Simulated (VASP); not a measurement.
A run of VASP 6.6.1 is set up as follows.

File INCAR:

```
SYSTEM = Ti
  ALGO = Normal
  EDIFF = 1E-6
  ENCUT = 520
  GGA = CA
  ISIF = 2
  ISMEAR = 0
  LASPH = .True.
  LCHARG = .True.
  LELF = .True.
  LREAL = .False.
  LVHAR = .True.
  LWAVE = .False.
  NBANDS = 12
  NELM = 60
  PREC = Accurate
  SIGMA = 0.15
```

The input KPOINTS:

```
k-points
0
Gamma
  20 20 20
  0 0 0
```

Contents of POSCAR:

```
Ti
1.0
    0.0000000000      1.9285000000      2.0300000000
    1.9285000000      0.0000000000      2.0300000000
    1.9285000000      1.9285000000      0.0000000000
Ti
1
Direct
    0.0000000000      0.0000000000      0.0000000000
```

Potentials or basis: VASP PAW LDA potentials, release 64 (Ti_sv).

Launch:

```sh
$ cat potpaw_LDA.64/Ti_sv/POTCAR > POTCAR
$ mpirun -np 1 vasp_std > vasp.out
```

**Question.** What does it give for the pressure?

**Answer.** 7.7 GPa.

**Question.** Estimate the band gap on the k mesh.

**Answer.** Zero (band 6 reaches 10.28 eV, above the bottom of band 7 at 8.95 eV).

Stress tensor (GPa, compression positive):
```
8.25 0.00 0.00
0.00 8.25 0.00
0.00 0.00 6.75
```

Caveat: the cell differs from its parent crystal (strain -0.050 along x and y, +0.000 along z).
